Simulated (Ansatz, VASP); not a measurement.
**One calculation of Zn4SO3, two programs**

```
CELL_PARAMETERS angstrom
3.42357 -0.00098 0.00094
-1.71264 2.96533 0.00128
0.00308 0.00662 11.09902
ATOMIC_POSITIONS crystal
Zn 0.66693 0.33360 0.03199
Zn 0.66649 0.33307 0.49178
Zn 0.99994 0.00000 0.26200
Zn 0.99954 0.99949 0.72343
S 0.00039 0.00061 0.93566
O 0.66691 0.33353 0.21118
O 0.66657 0.33308 0.67205
O 0.99988 0.99995 0.44189
```

Change from the starting cell: cell x1, atoms moved at random (sigma 0.15 Å) and cell strained at random (1.5 %), then relaxed without symmetry.

Alike in both runs: functional PBE; k mesh 6 × 6 × 2; occupations gaussian, width 0.2 eV; no spin polarisation.

Ansatz relaxed the structure, and its values are those at the end. VASP's run is a single point on that final structure, the one shown.

|  | VASP | Ansatz |
| --- | --- | --- |
| version | VASP 6.6.1 | Ansatz 0.2.0 |
| potentials or method | VASP PAW PBE potentials, release 64 (Zn, S, O), cutoff 520 eV | scalar-relativistic, plane waves, PAW |
| valence electrons in the cell | 72 | 72 |

Ansatz gave:

```
gap on the k mesh at the Fermi level (eV) : none
pressure (GPa)                            : 0.0
rms of the force components (eV/Å)        : 0.002
```

Problem. What did VASP give for the same quantities?

Solution. gap on the k mesh at the Fermi level (eV): none; pressure (GPa): 0.6; rms of the force components (eV/Å): 0.016.

A gap of «none» marks a metal or a gap that the smearing closes. The functional is the same, so the differences come from potentials, cutoffs and numerics.
